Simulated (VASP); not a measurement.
# SiC (Cm) in VASP: further runs, part 3 of 3

VASP 6.6.1. Earlier steps stand in the parts before.

## (6) Single point, r2SCAN

File POSCAR:

```
SiC
1.0
    0.0000000000      2.1740000000      2.1740000000
    2.1740000000      0.0000000000      2.1740000000
    2.1740000000      2.1740000000      0.0000000000
Si C
1 1
Direct
   -0.0609855205      0.0000000000      0.0000000000
    0.7500000000      0.7500000000      0.7500000000
```

File INCAR.step1:

```
SYSTEM = SiC
PREC = Accurate
ENCUT = 520
ISMEAR = 0
SIGMA = 0.05
LREAL = .False.
LASPH = .True.
NELM = 100
NBANDS = 11
GGA = PE
ALGO = Normal
EDIFF = 1E-4
LWAVE = .True.
LCHARG = .False.
```

File INCAR.step2:

```
SYSTEM = SiC
PREC = Accurate
ENCUT = 520
EDIFF = 1E-7
ISMEAR = 0
SIGMA = 0.05
LREAL = .False.
LASPH = .True.
NELM = 100
ALGO = Normal
ISIF = 2
LWAVE = .False.
LCHARG = .True.
METAGGA = R2SCAN
LMIXTAU = .True.
LELF = .True.
LVHAR = .True.
NBANDS = 11
ISTART = 1
```

File KPOINTS:

```
regular mesh
0
Gamma
  12 12 12
  0 0 0
```

Potentials or basis: VASP PAW PBE potentials, release 64 (Si, C).

Command:

```console
$ cat potpaw_PBE.64/Si/POTCAR potpaw_PBE.64/C/POTCAR > POTCAR
$ cp INCAR.step1 INCAR
$ mpirun -np 1 vasp_std > vasp.out
$ cp INCAR.step2 INCAR
$ mpirun -np 1 vasp_std > vasp.out
```

OUTCAR:

```text
SYSTEM = SiC
   PREC = Accurate
   ENCUT = 520
   EDIFF = 1E-7
   ISMEAR = 0
   LREAL = .False.
   LASPH = .True.
   NELM = 100
   ISIF = 2
   METAGGA = R2SCAN
   ISTART = 1

 ion  position               nearest neighbor table
   1  0.939  0.000  0.000-   2 1.73   2 1.89   2 1.89   2 2.04
   2  0.750  0.750  0.750-   1 1.73   1 1.89   1 1.89   1 2.04

  LATTYP: Found a face centered cubic cell.
 ALAT       =     4.3480000000

  Lattice vectors:

 A1 = (   0.0000000000,   2.1740000000,   2.1740000000)
 A2 = (   2.1740000000,   0.0000000000,   2.1740000000)
 A3 = (   2.1740000000,   2.1740000000,   0.0000000000)

Analysis of symmetry for initial positions (statically):
=====================================================================
 Subroutine PRICEL returns:
 Original cell was already a primitive cell.

 Routine SETGRP: Setting up the symmetry group for a
 face centered cubic supercell.

 Subroutine GETGRP returns: Found  2 space group operations
 (whereof  2 operations were pure point group operations)
 out of a pool of 48 trial point group operations.

The static configuration has the point symmetry C_1h.

Analysis of symmetry for dynamics (positions and initial velocities):
=====================================================================
 Subroutine PRICEL returns:
 Original cell was already a primitive cell.

 Routine SETGRP: Setting up the symmetry group for a
 face centered cubic supercell.

 Subroutine GETGRP returns: Found  2 space group operations
 (whereof  2 operations were pure point group operations)
 out of a pool of 48 trial point group operations.

The dynamic configuration has the point symmetry C_1h.

 Subroutine INISYM returns: Found  2 space group operations
 (whereof  2 operations are pure point group operations),
 and found     1 'primitive' translations

----------------------------------------------------------------------------------------

                                     Primitive cell

  volume of cell :      20.5498
[... 112 lines left out ...]
  Thomas-Fermi vector in A             =   2.331336
   LORBIT       =      0    0 simple, 1 ext, 2 COOP (PROOUT), +10 PAW based schemes
   METAGGA = R2SCAN    functional components
   LHFCALC =     F    Hartree Fock is set to
   AEXX    =    0.0000 exact exchange contribution
   IVDW    =     0    specifies the selected vdW correction
   LEPSILON=     F    determine dielectric tensor
   LRPA    =     F    only Hartree local field effects (RPA)
 non-spin polarized calculation
 Gauss-broadening in eV      SIGMA  =   0.05
  energy-cutoff  :      520.00
  volume of cell :       20.55
 maximum number of plane-waves:       568
   NGX = 11   NGY = 11   NGZ = 11

 number of electron       8.0000001 magnetization

 Free energy of the ion-electron system (eV)
  ---------------------------------------------------
  ext. energy  EPLUGINS =         0.00000000
  ---------------------------------------------------
  free energy    TOTEN  =       -18.97180303 eV

  energy without entropy =      -18.97180303  energy(sigma->0) =      -18.97180303

 E-fermi :   9.0829     XC(G=0): -11.9658

 val. band max:        8.8685912276   @ k =   0.0000   0.0000   0.0000
 cond. band min:       9.6663337902   @ k =   0.0000   0.5000   0.5000
 fundamental gap:      0.7977425626
 Fermi energy:         9.0828576939

 k-point     1 :       0.0000    0.0000    0.0000
  band No.  band energies     occupation
      1      -8.2016      2.00000
      2       7.0715      2.00000
      3       8.0679      2.00000
      4       8.8686      2.00000
      5      14.7960      0.00000
      6      15.7781      0.00000
      7      15.8552      0.00000
      8      16.4660      0.00000
      9      23.2503      0.00000
     10      23.2779      0.00000
     11      25.3508      0.00000
[... 309 lines left out ...]
 k-point    24 :       0.0833    0.0000    0.1667
  band No.  band energies     occupation
      1      -7.6857      2.00000
      2       5.8042      2.00000
      3       6.8673      2.00000
      4       8.4008      2.00000
      5      14.9335      0.00000
      6      15.5490      0.00000
      7      16.9775      0.00000
      8      17.6691      0.00000
      9      20.5607      0.00000
     10      23.0788      0.00000
     11      25.7053      0.00000

 [... further k-points ...]
[... 5 lines left out ...]
  --------------------------------------------------------------------------------------
  -------------------------------------------------------------------------------------
  Total        1.0248398      0.5514398      0.5514398      1.1451292      0.6794400      1.1451298
  in kB       79.9020534     42.9932275     42.9932275     89.2804713     52.9728152     89.2805183
  external PRESSURE =      55.2961695 kB  Pullay stress =       0.0000000 kB

 VOLUME and BASIS-vectors are now :
 -----------------------------------------------------------------------------
  energy-cutoff  :      520.00
  volume of cell :       20.55
      direct lattice vectors                 reciprocal lattice vectors
     0.000000000  2.174000000  2.174000000    -0.229990800  0.229990800  0.229990800
     2.174000000  0.000000000  2.174000000     0.229990800 -0.229990800  0.229990800
     2.174000000  2.174000000  0.000000000     0.229990800  0.229990800 -0.229990800

 POSITION                                       TOTAL-FORCE (eV/Angst)
 -----------------------------------------------------------------------------------
      0.00000      2.04142      2.04142         1.260754      2.711828      2.711828
      3.26100      3.26100      3.26100        -1.260754     -2.711828     -2.711828
 -----------------------------------------------------------------------------------
    total drift:                               -0.000042      0.000048      0.000048

  FREE ENERGIE OF THE ION-ELECTRON SYSTEM (eV)
  ---------------------------------------------------
  free  energy   TOTEN  =       -18.9718030329 eV

  energy  without entropy=      -18.9718030329  energy(sigma->0) =      -18.97180303
```

Run time: 1.9 min. Hardware: 1 thread of Intel Xeon 6975P-C (Granite Rapids), shared host; peak memory 0.22 GiB.

What came out:

```yaml
Free_energy: -18.9718 eV
Pressure: 5.5 GPa
Largest_force: 4.037 eV/Å
Band_gap_on_the_k_mesh: 0.80 eV, indirect (least direct gap 4.65 eV)
```

Forces in eV/Å, atoms in the order of the input:
```
Si   1.261  2.712  2.712
C   -1.261 -2.712 -2.712
```

Stress tensor (GPa, compression positive):
```
7.99 8.93 8.93
8.93 4.30 5.30
8.93 5.30 4.30
```

Caveat: the cell differs from its parent crystal (all Si atoms moved +0.188 Å, as atom 1 towards its neighbour atom 1 (Si) at 3.075 Å); the PAW data sets were made with another functional, which shifts forces and pressure a little.
